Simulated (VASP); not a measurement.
# ZrS2 (P-3m1) in VASP: G0W0 quasiparticle levels with PBE

Aim: the G0W0 quasiparticle levels of ZrS2 with PBE.

Everything below comes from runs of VASP 6.6.1. Logs are shortened: lines on timing, memory, paths and dates and some standing lists are left out, and cuts for length are marked.

### Step 1. The cell of the first run

The structure is trigonal, space group P-3m1 (No. 164). The conventional cell has a = 3.674 Å, b = 3.674 Å, c = 5.857 Å, α = 90.00°, β = 90.00°, γ = 120.00°. Zr (site symmetry -3m) has 6 S at 2.57 Å within 3.4 Å. Within 3.4 Å of S (site symmetry 3m) lie 3 Zr at 2.57 Å.

### Step 2. G0W0 quasiparticle levels, PBE

Input file POSCAR:

```
ZrS2
1.0
    3.6743990850      0.0000000000      0.0000000000
   -1.8371995425      3.1821229513      0.0000000000
    0.0000000000      0.0000000000      5.8568562742
Zr S
1 2
Direct
    0.0000000000      0.0000000000      0.0000000000
    0.3333333333      0.6666666667      0.2462324599
    0.6666666667      0.3333333333      0.7537675401
```

Input file INCAR.step1:

```
  PREC = Accurate
  ENCUT = 500
  EDIFF = 1E-8
  ISMEAR = 0
  SIGMA = 0.01
  LREAL = F
  LASPH = T
  NELM = 60
  ALGO = Normal
  LWAVE = T
  LCHARG = F
  GGA = PE
```

Input file INCAR.step2:

```
  PREC = Accurate
  ENCUT = 500
  EDIFF = 1E-8
  ISMEAR = 0
  SIGMA = 0.01
  LREAL = F
  LASPH = T
  NELM = 1
  ALGO = Exact
  LWAVE = T
  LCHARG = F
  GGA = PE
  NBANDS = 167
  LOPTICS = T
  ISTART = 1
```

Input file INCAR.step3:

```
  PREC = Accurate
  ENCUT = 500
  EDIFF = 1E-8
  ISMEAR = 0
  SIGMA = 0.01
  LREAL = F
  LASPH = T
  ALGO = EVGW0
  LWAVE = F
  LCHARG = F
  GGA = PE
  NELMGW = 1
  NBANDS = 167
  ENCUTGW = 100.0
  NOMEGA = 96
  PRECFOCK = Fast
  ISTART = 1
  NBANDSGW = 20
  OMEGAMAX = 20
```

Input file KPOINTS:

```
Automatic mesh
0
Gamma
  6 6 4
```

Potentials or basis: VASP PAW PBE potentials, release 64 (Zr_sv_GW, S_GW).

Run with:

```sh
cat potpaw_PBE.64/Zr_sv_GW/POTCAR potpaw_PBE.64/S_GW/POTCAR > POTCAR
cp INCAR.step1 INCAR
mpirun -np 1 vasp_std > vasp.out
cp INCAR.step2 INCAR
mpirun -np 1 vasp_std > vasp.out
cp INCAR.step3 INCAR
mpirun -np 1 vasp_std > vasp.out
```

OUTCAR:

```text
PREC = Accurate
   ENCUT = 500
   EDIFF = 1E-8
   ISMEAR = 0
   LREAL = F
   LASPH = T
   GGA = PE
   NELMGW = 1
   ENCUTGW = 100.0
   PRECFOCK = Fast
   ISTART = 1

 ion  position               nearest neighbor table
   1  0.000  0.000  0.000-
   2  0.333  0.667  0.246-
   3  0.667  0.333  0.754-

  LATTYP: Found a hexagonal cell.
 ALAT       =     3.6743990850
 C/A-ratio  =     1.5939630233

  Lattice vectors:

 A1 = (   3.6743990850,   0.0000000000,   0.0000000000)
 A2 = (  -1.8371995425,   3.1821229513,   0.0000000000)
 A3 = (   0.0000000000,   0.0000000000,   5.8568562742)

Analysis of symmetry for initial positions (statically):
=====================================================================
 Subroutine PRICEL returns:
 Original cell was already a primitive cell.

 Routine SETGRP: Setting up the symmetry group for a
 hexagonal supercell.

 Subroutine GETGRP returns: Found 12 space group operations
 (whereof 12 operations were pure point group operations)
 out of a pool of 24 trial point group operations.

The static configuration has the point symmetry D_3d.

Analysis of symmetry for dynamics (positions and initial velocities):
=====================================================================
 Subroutine PRICEL returns:
 Original cell was already a primitive cell.

 Routine SETGRP: Setting up the symmetry group for a
 hexagonal supercell.

 Subroutine GETGRP returns: Found 12 space group operations
 (whereof 12 operations were pure point group operations)
 out of a pool of 24 trial point group operations.

The dynamic configuration has the point symmetry D_3d.

 Subroutine INISYM returns: Found 12 space group operations
 (whereof 12 operations are pure point group operations),
 and found     1 'primitive' translations

----------------------------------------------------------------------------------------

                                     Primitive cell

  volume of cell :      68.4806

  direct lattice vectors                    reciprocal lattice vectors
     3.674399085  0.000000000  0.000000000     0.272153344  0.157127807  0.000000000
    -1.837199543  3.182122951  0.000000000     0.000000000  0.314255613  0.000000000
     0.000000000  0.000000000  5.856856274     0.000000000  0.000000000  0.170740061

  length of vectors
     3.674399085  3.674399085  5.856856274     0.314255613  0.314255613  0.170740061

  position of ions in fractional coordinates (direct lattice)
     0.000000000  0.000000000  0.000000000
     0.333333333  0.666666667  0.246232460
     0.666666667  0.333333333  0.753767540

  ion indices of the primitive-cell ions
   primitive index   ion index
                 1           1
                 2           2
                 3           3

----------------------------------------------------------------------------------------

 KPOINTS: Automatic mesh

Automatic generation of k-mesh.
 Grid dimensions read from file:
 generate k-points for:    6    6    4

 Generating k-lattice:

  Cartesian coordinates                     Fractional coordinates (reciprocal lattice)
     0.045358891  0.026187968  0.000000000     0.166666667  0.000000000  0.000000000
     0.000000000  0.052375936  0.000000000     0.000000000  0.166666667  0.000000000
     0.000000000  0.000000000  0.042685015     0.000000000  0.000000000  0.250000000

  Length of vectors
     0.052375936  0.052375936  0.042685015

  Shift w.r.t. Gamma in fractional coordinates (k-lattice)
     0.000000000  0.000000000  0.000000000

 Subroutine IBZKPT returns following result:
 ===========================================

 Found     24 irreducible k-points:

 Following reciprocal coordinates:
            Coordinates               Weight
  0.000000  0.000000  0.000000      1.000000
  0.166667  0.000000  0.000000      6.000000
  0.333333  0.000000  0.000000      6.000000
  0.500000  0.000000  0.000000      3.000000
  0.166667  0.166667  0.000000      6.000000
  0.333333  0.166667  0.000000     12.000000
[... 16 lines left out ...]
  0.333333  0.166667  0.500000     12.000000
  0.333333  0.333333  0.500000      2.000000
   k-points           NKPTS =     24   k-points in BZ     NKDIM =    144   number of bands    NBANDS=    167
   number of dos      NEDOS =    301   number of ions     NIONS =      3
   total plane-waves  NPLWV =  37632
   dimension x,y,z NGX =    28 NGY =   28 NGZ =   48
   dimension x,y,z NGXF=    56 NGYF=   56 NGZF=   96
   ions per type =               1   2
   NGX,Y,Z   is equivalent  to a cutoff of  12.67, 12.67, 13.62 a.u.
   NGXF,Y,Z  is equivalent  to a cutoff of  25.34, 25.34, 27.25 a.u.
 SYSTEM =  unknown system
   PREC   = accura    normal or accurate (medium, high low for compatibility)
   ISTART =      1    job   : 0-new  1-cont  2-samecut
   ICHARG =      0    charge: 1-file 2-atom 10-const
   ISPIN  =      1    spin polarized calculation?
   LNONCOLLINEAR =      F non collinear calculations
   LSORBIT =      F    spin-orbit coupling
   LASPH  =      T    aspherical Exc in radial PAW
   ENCUT  =  500.0 eV  36.75 Ry    6.06 a.u.   6.70  6.70 10.68*2*pi/ulx,y,z
   NELM   =     60;   NELMIN=  2; NELMDL=  0     # of ELM steps
   EDIFF  = 0.1E-07   stopping-criterion for ELM
   LREAL  =      F    real-space projection
   EDIFFG = 0.1E-06   stopping-criterion for IOM
   NSW    =      0    number of steps for IOM
   IBRION =     -1    ionic relax: 0-MD 1-quasi-New 2-CG
   NFREE  =      0    steps in history (QN), initial steepest desc. (CG)
   ISIF   =      0    stress and relaxation
   ISYM   =      3    0-nonsym 1-usesym 2-fastsym
   POTIM  = 0.5000    time-step for ionic-motion
   TEBEG  =    0.0;   TEEND  =   0.0 temperature during run
   PSTRESS=    0.0 pullay stress
   NELECT =      24.0000    total number of electrons
   NUPDOWN=      -1.0000    fix difference up-down
   EMIN   =  10.00;   EMAX   =-10.00  energy-range for DOS
   EFERMI =   0.00;   METHOD = LEGACY
   ISMEAR =     0;   SIGMA  =   0.01  broadening in eV -4-tet -1-fermi 0-gaus
   EFERMI_NEDOS =   21; number of points for ismear=-14 and -15
   IALGO  =     38    algorithm
   IMIX   =      4    mixing-type and parameters
     AMIX     =   0.40;   BMIX     =  1.00
     AMIX_MAG =   1.60;   BMIX_MAG =  1.00
  volume/ion in A,a.u.               =      22.83       154.04
  Fermi-wavevector in a.u.,A,eV,Ry     =   1.154222  2.181163 18.126064  1.332228
  Thomas-Fermi vector in A             =   2.290860
   LORBIT       =      0    0 simple, 1 ext, 2 COOP (PROOUT), +10 PAW based schemes
   GGA     = PE    functional components
   LHFCALC =     T    Hartree Fock is set to
   PRECFOCK=fast      Normal, Fast or Accurate (Low or Medium for compatibility)
   ENCUT4O =  -1.0   cutoff for four orbital integrals eV
   NKREDX  =     1    reduce k-point grid by
   NKREDY  =     1    reduce k-point grid by
   NKREDZ  =     1    reduce k-point grid by
   AEXX    =    1.0000 exact exchange contribution
   HFSCREEN=    0.0000 screening length (either q_TF or 0.3 A-1)
   HFSCREENC=   0.0000 screening length for correlation (either q_TF or 0.3 A-1)
   ENCUTFOCK=  -1.0 apply spherical cutoff to Coloumb kernel
   IVDW    =     0    specifies the selected vdW correction
   LEPSILON=     F    determine dielectric tensor
   LRPA    =     F    only Hartree local field effects (RPA)
   LRPAFORCE           =     F    calculate RPA forces
   ENCUTGW             = 100.0    cutoff for response function in eV
   ENCUTGWSOFT         =  80.0    soft cutoff for Coulomb kernel in GW response function in eV
   ENCUTLF             =  -1.0    cutoff for local field effects
   NELMGW              =     1    number of iterations in solving QP/BSE equation
   NELMHF              =     1    number of iterations in the inner HF iteration
   NKREDLFX            =     1    NKREDLFY  =   1   NKREDLFZ  =   1
 non-spin polarized calculation
 Gauss-broadening in eV      SIGMA  =   0.01
  energy-cutoff  :      500.00
  volume of cell :       68.48
 maximum number of plane-waves:      1785
 NGX is ok and might be reduce to    28
  NGX = 16; NGY = 16; NGZ = 28
   NGX = 13   NGY = 13   NGZ = 21
 maximum number of plane-waves:       162
 NGX is ok and might be reduce to    14

 QP shifts <psi_nk| G(iteration)W_0 |psi_nk>: iteration 1
 for sc-GW calculations column KS-energies equals QP-energies in previous step
 and V_xc(KS)=  KS-energies - (<T + V_ion + V_H > + <T+V_H+V_ion>^1  + <V_x>^1)

 k-point   1 :       0.0000    0.0000    0.0000
  band No.  KS-energies  QP-energies   sigma(KS)   V_xc(KS)     V^pw_x(r,r')   Z            occupation Imag(sigma)

      1     -44.4337     -45.0105     -21.6796     -20.6817     -34.2679       0.5779       2.0000       0.9142
      2     -22.5046     -23.1724     -20.3486     -19.3172     -27.5430       0.6474       2.0000       0.5570
      3     -22.3512     -23.0633     -20.5807     -19.4963     -27.5951       0.6567       2.0000       0.4071
      4     -22.3512     -23.0633     -20.5807     -19.4963     -27.5951       0.6567       2.0000       0.4071
      5      -8.1395      -8.2480     -13.3858     -13.2037     -21.2371       0.5959       2.0000       1.0891
      6      -6.6375      -6.8688     -14.4354     -14.0781     -21.4757       0.6475       2.0000       0.8747
[... 12 lines left out ...]
     19      10.4292      10.6395      -9.4424      -9.7137      -4.8946       0.7751       0.0000      -0.1140
     20      14.0494      14.4875      -9.7724     -10.3468      -4.7486       0.7628       0.0000      -0.2279

 k-point   2 :       0.1667    0.0000    0.0000
  band No.  KS-energies  QP-energies   sigma(KS)   V_xc(KS)     V^pw_x(r,r')   Z            occupation Imag(sigma)

      1     -44.4286     -45.0078     -21.6851     -20.6853     -34.2685       0.5792       2.0000       0.9164
      2     -22.4904     -23.1695     -20.3786     -19.3344     -27.5473       0.6503       2.0000       0.5287
      3     -22.4167     -23.1201     -20.4950     -19.4220     -27.5876       0.6556       2.0000       0.4657
      4     -22.3652     -23.0780     -20.5691     -19.4816     -27.5953       0.6555       2.0000       0.4143
      5      -7.8663      -8.0093     -13.5891     -13.3516     -21.2581       0.6021       2.0000       1.0339
      6      -6.7110      -6.9234     -14.4042     -14.0703     -21.4951       0.6363       2.0000       0.8684
[... 12 lines left out ...]
     19      11.9724      12.3293     -10.4764     -10.9484      -5.5432       0.7561       0.0000      -0.2273
     20      13.8388      14.1967      -9.9641     -10.4338      -4.7745       0.7619       0.0000      -0.2965
[... 486 lines left out ...]
      3     -22.4492     -23.1502     -20.4666     -19.3863     -27.5643       0.6489       2.0000       0.4527
      4     -22.4401     -23.1541     -20.4931     -19.4002     -27.5861       0.6533       2.0000       0.4577
      5      -7.0831      -7.2383     -14.1508     -13.8994     -21.4801       0.6175       2.0000       0.9031
      6      -6.7412      -6.9485     -14.4373     -14.1094     -21.4969       0.6322       2.0000       0.8452
[... 12 lines left out ...]
     19      12.5638      12.9276     -10.1823     -10.6565      -5.2040       0.7671       0.0000      -0.2373
     20      13.7518      14.0789     -10.0120     -10.4442      -4.8440       0.7568       0.0000      -0.2880

 k-point  24 :       0.3333    0.3333    0.5000
  band No.  KS-energies  QP-energies   sigma(KS)   V_xc(KS)     V^pw_x(r,r')   Z            occupation Imag(sigma)

      1     -44.4120     -45.0037     -21.7031     -20.7002     -34.2706       0.5900       2.0000       0.9238
      2     -22.5281     -23.2306     -20.3727     -19.3036     -27.5804       0.6571       2.0000       0.5569
      3     -22.5281     -23.2306     -20.3727     -19.3036     -27.5804       0.6571       2.0000       0.5569
      4     -22.4405     -23.1515     -20.4885     -19.3957     -27.5637       0.6506       2.0000       0.4242
      5      -6.8449      -7.0242     -14.3492     -14.0622     -21.5149       0.6244       2.0000       0.8643
      6      -6.8449      -7.0242     -14.3492     -14.0622     -21.5149       0.6244       2.0000       0.8643
[... 12 lines left out ...]
     19      13.1937      13.5647     -10.7265     -11.2221      -5.3398       0.7485       0.0000      -0.3300
     20      13.1937      13.5647     -10.7265     -11.2221      -5.3398       0.7485       0.0000      -0.3300
```

It took 36 min on 1 thread of AMD EPYC 9R45 (Zen 5), shared host; peak memory 1.8 GiB.

Results:

```
Quasiparticle gap                                   : 1.72 eV
Least direct quasiparticle gap                      : 2.47 eV
Band gap of the starting levels on the mesh         : 0.88 eV
Least direct gap of the starting levels on the mesh : 1.50 eV
```

Caveat: bands, screening cutoff and mesh are small and nothing is extrapolated, so the quasiparticle values aren't converged.
